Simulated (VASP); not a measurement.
# Si3Ge (P1) in VASP: notebook

Si3Ge is run at these levels: LDA, PBEsol; tasks: single point.

Everything below comes from runs of VASP 6.6.1. Logs are shortened: lines on timing, memory, paths and dates and some standing lists are left out, and cuts for length are marked.

### Step 1. The cell of the first run

The typed cell holds 16 atoms: a = 10.987 Å, b = 5.493 Å, c = 5.493 Å, α = 90.00°, β = 90.00°, γ = 90.00°.

### Step 2. Single point, LDA

Input file INCAR:

```
PREC = Accurate
ENCUT = 520
EDIFF = 1E-6
ISMEAR = -1
SIGMA = 0.05
LREAL = Auto
LASPH = T
NELM = 60
ALGO = Normal
ISIF = 2
LWAVE = F
LCHARG = T
GGA = CA
LELF = T
LVHAR = T
NBANDS = 66
```

Input file KPOINTS:

```
Automatic mesh
0
Gamma
  2 2 2
  0.5 0.5 0.5
```

Input file POSCAR:

```
Si3Ge
1.0
   10.9869800000      0.0000000000      0.0000000000
    0.0000000000      5.4934900000      0.0000000000
    0.0000000000      0.0000000000      5.4934900000
Ge Si
4 12
Direct
    0.9997050000      0.0047890000      0.0077730000
    0.8718340000      0.7455020000      0.2394290000
    0.8728290000      0.2477430000      0.7428900000
    0.0000150000      0.5113210000      0.5010350000
    0.5051290000      0.9871560000      0.0101830000
    0.1266280000      0.2470840000      0.2549800000
    0.6288400000      0.2429410000      0.2543400000
    0.2486470000      0.4989770000      0.9872340000
    0.7523550000      0.4930230000      0.0076000000
    0.3816110000      0.7474330000      0.2564330000
    0.2519690000      0.0026380000      0.5042110000
    0.7499600000      0.9964760000      0.5023210000
    0.3710580000      0.2459460000      0.7497040000
    0.4990230000      0.4899290000      0.5107400000
    0.1240910000      0.7575060000      0.7461730000
    0.6242350000      0.7342660000      0.7540110000
```

Potentials or basis: VASP PAW LDA potentials, release 64 (Ge_d, Si).

Command:

```console
cat potpaw_LDA.64/Ge_d/POTCAR potpaw_LDA.64/Si/POTCAR > POTCAR
mpirun -np 1 vasp_std > vasp.out
```

OUTCAR:

```text
PREC = Accurate
   ENCUT = 520
   EDIFF = 1E-6
   ISMEAR = -1
   LREAL = Auto
   LASPH = T
   NELM = 60
   ISIF = 2
   GGA = CA

 ion  position               nearest neighbor table
   1  1.000  0.005  0.008-   6 2.36   2 2.37  15 2.40   3 2.42
   2  0.872  0.746  0.239-   9 2.30   1 2.37   4 2.39  12 2.40
   3  0.873  0.248  0.743-  12 2.34   9 2.38   4 2.41   1 2.42
   4  0.000  0.511  0.501-  15 2.35   2 2.39   3 2.41   6 2.42
   5  0.505  0.987  0.010-  10 2.33   7 2.37  16 2.37  13 2.50
   6  0.127  0.247  0.255-   1 2.36  11 2.36   4 2.42   8 2.42
[... 8 lines left out ...]
  15  0.124  0.758  0.746-   4 2.35  11 2.36   8 2.38   1 2.40
  16  0.624  0.734  0.754-  14 2.34   5 2.37   9 2.38  12 2.43

  LATTYP: Found a simple tetragonal cell.
 ALAT       =     5.4934900000
 C/A-ratio  =     2.0000000000

  Lattice vectors:

 A1 = (   0.0000000000,   5.4934900000,   0.0000000000)
 A2 = (   0.0000000000,   0.0000000000,   5.4934900000)
 A3 = (  10.9869800000,   0.0000000000,   0.0000000000)

Analysis of symmetry for initial positions (statically):
=====================================================================
 Subroutine PRICEL returns:
 Original cell was already a primitive cell.

 Routine SETGRP: Setting up the symmetry group for a
 simple tetragonal supercell.

 Subroutine GETGRP returns: Found  1 space group operations
 (whereof  1 operations were pure point group operations)
 out of a pool of 16 trial point group operations.

The static configuration has the point symmetry C_1 .

Analysis of symmetry for dynamics (positions and initial velocities):
=====================================================================
 Subroutine PRICEL returns:
 Original cell was already a primitive cell.

 Routine SETGRP: Setting up the symmetry group for a
 simple tetragonal supercell.

 Subroutine GETGRP returns: Found  1 space group operations
 (whereof  1 operations were pure point group operations)
 out of a pool of 16 trial point group operations.

The dynamic configuration has the point symmetry C_1 .

 Subroutine INISYM returns: Found  1 space group operations
 (whereof  1 operations are pure point group operations),
 and found     1 'primitive' translations

----------------------------------------------------------------------------------------

                                     Primitive cell

  volume of cell :     331.5698

  direct lattice vectors                    reciprocal lattice vectors
    10.986980000  0.000000000  0.000000000     0.091016822  0.000000000  0.000000000
     0.000000000  5.493490000  0.000000000     0.000000000  0.182033643  0.000000000
     0.000000000  0.000000000  5.493490000     0.000000000  0.000000000  0.182033643

  length of vectors
    10.986980000  5.493490000  5.493490000     0.091016822  0.182033643  0.182033643

  position of ions in fractional coordinates (direct lattice)
     0.999705000  0.004789000  0.007773000
     0.871834000  0.745502000  0.239429000
     0.872829000  0.247743000  0.742890000
     0.000015000  0.511321000  0.501035000
     0.505129000  0.987156000  0.010183000
     0.126628000  0.247084000  0.254980000
[... 8 lines left out ...]
     0.124091000  0.757506000  0.746173000
     0.624235000  0.734266000  0.754011000

  ion indices of the primitive-cell ions
   primitive index   ion index
                 1           1
                 2           2
                 3           3
                 4           4
                 5           5
                 6           6
[... 8 lines left out ...]
                15          15
                16          16

----------------------------------------------------------------------------------------

 KPOINTS: Automatic mesh

Automatic generation of k-mesh.
 Grid dimensions read from file:
 generate k-points for:    2    2    2

 Generating k-lattice:

  Cartesian coordinates                     Fractional coordinates (reciprocal lattice)
     0.045508411  0.000000000  0.000000000     0.500000000  0.000000000  0.000000000
     0.000000000  0.091016822  0.000000000     0.000000000  0.500000000  0.000000000
     0.000000000  0.000000000  0.091016822     0.000000000  0.000000000  0.500000000

  Length of vectors
     0.045508411  0.091016822  0.091016822

  Shift w.r.t. Gamma in fractional coordinates (k-lattice)
     0.500000000  0.500000000  0.500000000

 Subroutine IBZKPT returns following result:
 ===========================================

 Found      4 irreducible k-points:

 Following reciprocal coordinates:
            Coordinates               Weight
  0.250000  0.250000  0.250000      2.000000
  0.250000 -0.250000  0.250000      2.000000
  0.250000 -0.250000 -0.250000      2.000000
  0.250000  0.250000 -0.250000      2.000000
   k-points           NKPTS =      4   k-points in BZ     NKDIM =      4   number of bands    NBANDS=     66
   number of dos      NEDOS =    301   number of ions     NIONS =     16
   total plane-waves  NPLWV = 148176
   dimension x,y,z NGX =    84 NGY =   42 NGZ =   42
   dimension x,y,z NGXF=   168 NGYF=   84 NGZF=   84
   ions per type =               4  12
   NGX,Y,Z   is equivalent  to a cutoff of  12.71, 12.71, 12.71 a.u.
   NGXF,Y,Z  is equivalent  to a cutoff of  25.42, 25.42, 25.42 a.u.
 SYSTEM =  unknown system
   PREC   = accura    normal or accurate (medium, high low for compatibility)
   ISTART =      0    job   : 0-new  1-cont  2-samecut
   ICHARG =      2    charge: 1-file 2-atom 10-const
   ISPIN  =      1    spin polarized calculation?
   LNONCOLLINEAR =      F non collinear calculations
   LSORBIT =      F    spin-orbit coupling
   LASPH  =      T    aspherical Exc in radial PAW
   ENCUT  =  520.0 eV  38.22 Ry    6.18 a.u.  20.43 10.21 10.21*2*pi/ulx,y,z
   NELM   =     60;   NELMIN=  2; NELMDL= -5     # of ELM steps
   EDIFF  = 0.1E-05   stopping-criterion for ELM
   LREAL  =      T    real-space projection
   EDIFFG = 0.1E-04   stopping-criterion for IOM
   NSW    =      0    number of steps for IOM
   IBRION =     -1    ionic relax: 0-MD 1-quasi-New 2-CG
   NFREE  =      0    steps in history (QN), initial steepest desc. (CG)
   ISIF   =      2    stress and relaxation
   ISYM   =      2    0-nonsym 1-usesym 2-fastsym
   POTIM  = 0.5000    time-step for ionic-motion
   TEBEG  =    0.0;   TEEND  =   0.0 temperature during run
   PSTRESS=    0.0 pullay stress
   NELECT =     104.0000    total number of electrons
   NUPDOWN=      -1.0000    fix difference up-down
   EMIN   =  10.00;   EMAX   =-10.00  energy-range for DOS
   EFERMI =   0.00;   METHOD = LEGACY
   ISMEAR =    -1;   SIGMA  =   0.05  broadening in eV -4-tet -1-fermi 0-gaus
   EFERMI_NEDOS =   21; number of points for ismear=-14 and -15
   IALGO  =     38    algorithm
   IMIX   =      4    mixing-type and parameters
     AMIX     =   0.40;   BMIX     =  1.00
     AMIX_MAG =   1.60;   BMIX_MAG =  1.00
  volume/ion in A,a.u.               =      20.72       139.85
  Fermi-wavevector in a.u.,A,eV,Ry     =   1.112315  2.101970 16.833721  1.237244
  Thomas-Fermi vector in A             =   2.248887
   LORBIT       =      0    0 simple, 1 ext, 2 COOP (PROOUT), +10 PAW based schemes
   GGA     = CA    functional components
   LHFCALC =     F    Hartree Fock is set to
   AEXX    =    0.0000 exact exchange contribution
   IVDW    =     0    specifies the selected vdW correction
   LEPSILON=     F    determine dielectric tensor
   LRPA    =     F    only Hartree local field effects (RPA)
 non-spin polarized calculation
  energy-cutoff  :      520.00
  volume of cell :      331.57
 maximum number of plane-waves:      8920
 NGX is ok and might be reduce to    84
   NGX = 41   NGY = 21   NGZ = 21

 number of electron     104.0000010 magnetization

 Free energy of the ion-electron system (eV)
  ---------------------------------------------------
  ext. energy  EPLUGINS =         0.00000000
  ---------------------------------------------------
  free energy    TOTEN  =       -91.43548950 eV

  energy without entropy =      -91.43548900  energy(sigma->0) =      -91.43548925

 E-fermi :   5.8372     XC(G=0):  -9.7832

 val. band max:        5.0832676079   @ k =   0.2500  -0.2500  -0.2500
 cond. band min:       6.6141985523   @ k =   0.2500   0.2500  -0.2500
 fundamental gap:      1.5309309445
 Fermi energy:         5.8372100473

 k-point     1 :       0.2500    0.2500    0.2500
  band No.  band energies     occupation
      1     -19.1908      2.00000
      2     -19.1465      2.00000
      3     -19.1373      2.00000
      4     -19.0798      2.00000
      5     -19.0774      2.00000
      6     -19.0552      2.00000
[... 56 lines left out ...]
     63       8.7384      0.00000
     64       8.8322      0.00000

 k-point     2 :       0.2500   -0.2500    0.2500
  band No.  band energies     occupation
      1     -19.1950      2.00000
      2     -19.1731      2.00000
      3     -19.1033      2.00000
      4     -19.0858      2.00000
      5     -19.0549      2.00000
      6     -19.0489      2.00000
[... 56 lines left out ...]
     63       8.7279      0.00000
     64       8.8409      0.00000

 k-point     3 :       0.2500   -0.2500   -0.2500
  band No.  band energies     occupation
      1     -19.1908      2.00000
      2     -19.1465      2.00000
      3     -19.1373      2.00000
      4     -19.0798      2.00000
      5     -19.0774      2.00000
      6     -19.0552      2.00000
[... 56 lines left out ...]
     63       8.7598      0.00000
     64       8.8428      0.00000

 k-point     4 :       0.2500    0.2500   -0.2500
  band No.  band energies     occupation
      1     -19.1950      2.00000
      2     -19.1731      2.00000
      3     -19.1033      2.00000
      4     -19.0858      2.00000
      5     -19.0549      2.00000
      6     -19.0489      2.00000
[... 56 lines left out ...]
     63       8.7283      0.00000
     64       8.7998      0.00000
 [bands above 64 left out]

------------------------ aborting loop because EDIFF is reached ----------------------------------------

  FORCE on cell =-STRESS in cart. coord.  units (eV):
  Direction    XX          YY          ZZ          XY          YZ          ZX
  --------------------------------------------------------------------------------------
  -------------------------------------------------------------------------------------
  Total       -6.1429193     -1.9775951     -2.2353547      1.9173162      0.6314799      1.0525865
  in kB      -29.6831769     -9.5559299    -10.8014489      9.2646563      3.0513716      5.0861992
  external PRESSURE =     -16.6801852 kB  Pullay stress =       0.0000000 kB

 VOLUME and BASIS-vectors are now :
 -----------------------------------------------------------------------------
  energy-cutoff  :      520.00
  volume of cell :      331.57
      direct lattice vectors                 reciprocal lattice vectors
    10.986980000  0.000000000  0.000000000     0.091016822  0.000000000  0.000000000
     0.000000000  5.493490000  0.000000000     0.000000000  0.182033643  0.000000000
     0.000000000  0.000000000  5.493490000     0.000000000  0.000000000  0.182033643

 POSITION                                       TOTAL-FORCE (eV/Angst)
 -----------------------------------------------------------------------------------
     10.98374      0.02631      0.04270         0.383467     -0.049747     -0.546567
      9.57882      4.09541      1.31530        -0.035291      0.477737      0.716069
      9.58975      1.36097      4.08106         0.117163      0.215842      0.454178
      0.00016      2.80894      2.75243         0.325415     -0.558234     -0.285508
      5.54984      5.42293      0.05594        -0.280989      0.601617     -0.603148
      1.39126      1.35735      1.40073         0.354802      0.622164     -0.086480
[... 8 lines left out ...]
      1.36339      4.16135      4.09909         0.403324      0.097858      0.431162
      6.85846      4.03368      4.14215         0.350239      0.429194      0.123942
 -----------------------------------------------------------------------------------
    total drift:                                0.001019     -0.001533     -0.003349

  FREE ENERGIE OF THE ION-ELECTRON SYSTEM (eV)
  ---------------------------------------------------
  free  energy   TOTEN  =       -91.4354895003 eV

  energy  without entropy=      -91.4354890037  energy(sigma->0) =      -91.43548925
```

It took 2.9 min on 1 thread of Intel Xeon 6975P-C, shared host; peak memory 0.3 GiB.

What came out:

```
Free energy            : -91.4355 eV
Pressure               : -1.7 GPa
Largest force          : 1.148 eV/Å
Band gap on the k mesh : 1.53 eV
```

Forces on the atoms (eV/Å):
```
Ge   0.383 -0.050 -0.547
Ge  -0.035  0.478  0.716
Ge   0.117  0.216  0.454
Ge   0.325 -0.558 -0.286
Si  -0.281  0.602 -0.603
Si   0.355  0.622 -0.086
Si  -0.401  0.218  0.138
Si   0.072  0.252  0.877
Si  -0.854 -0.369 -0.672
Si  -0.792 -0.371 -0.069
Si  -0.040 -0.462 -0.515
Si  -0.532 -0.670 -0.064
Si   0.748 -0.321  0.645
Si   0.182 -0.114 -0.545
Si   0.403  0.098  0.431
Si   0.350  0.429  0.124
```

Stress tensor (GPa, compression positive):
```
-2.97  0.93  0.51
 0.93 -0.96  0.31
 0.51  0.31 -1.08
```

Levels at points of the mesh, in eV from the valence-band top:
```
           k point  band 49  band 50  band 51  band 52  band 53  band 54  band 55  band 56
(0.25, 0.25, 0.25)    -0.85    -0.80    -0.75    -0.03     1.55     1.85     1.91     2.09
```

Caveat: the k points lie up to 0.57 Å⁻¹ apart; forces of over 1 eV/Å act on the atoms, so gaps and moduli don't describe the material at rest. A k mesh can miss the band edges.

### Step 3. Single point, PBEsol

Input file INCAR:

```
PREC = Accurate ; ENCUT = 520
EDIFF = 1E-6 ; ISMEAR = -1
SIGMA = 0.05 ; LREAL = Auto
LASPH = True ; NELM = 80
ALGO = Normal ; ISIF = 2
LWAVE = False ; LCHARG = False
GGA = PS ; NELECT = 105.0
NBANDS = 66
```

KPOINTS is that of step 2.

POSCAR is that of step 2.

Potentials or basis: VASP PAW PBE potentials, release 64 (Ge_d, Si).

Command:

```console
cat potpaw_PBE.64/Ge_d/POTCAR potpaw_PBE.64/Si/POTCAR > POTCAR
mpirun -np 1 vasp_std > vasp.out
```

It took 3 min on 1 thread of Intel Xeon 6975P-C, shared host; peak memory 0.37 GiB.

It converged, with:

| Property | Result |
| --- | --- |
| Free energy | -81.2854 eV |
| Largest force | 1.159 eV/Å |

Forces on the atoms (eV/Å):
```
Ge   0.466 -0.046 -0.506
Ge  -0.160  0.470  0.693
Ge  -0.017  0.212  0.401
Ge   0.398 -0.534 -0.259
Si  -0.267  0.597 -0.595
Si   0.416  0.564 -0.034
Si  -0.447  0.229  0.145
Si   0.100  0.265  0.822
Si  -0.889 -0.350 -0.656
Si  -0.779 -0.337 -0.037
Si  -0.006 -0.461 -0.512
Si  -0.559 -0.648 -0.052
Si   0.781 -0.291  0.606
Si   0.181 -0.149 -0.512
Si   0.452  0.093  0.404
Si   0.329  0.387  0.092
```

Levels at points of the mesh, in eV from the Fermi level:
```csv
k point,band 49,band 50,band 51,band 52,band 53,band 54,band 55,band 56
"(0.25, 0.25, 0.25)",-2.36,-2.32,-2.27,-1.55,0.01,0.31,0.37,0.58
```

Caveat: the k points lie up to 0.57 Å⁻¹ apart; the cell carries a net charge on a neutralising background, which shifts energy and pressure; the cell is charged against a uniform background, so pressure and absolute levels hang on convention; the PAW data sets were made with another functional, which shifts forces and pressure a little.
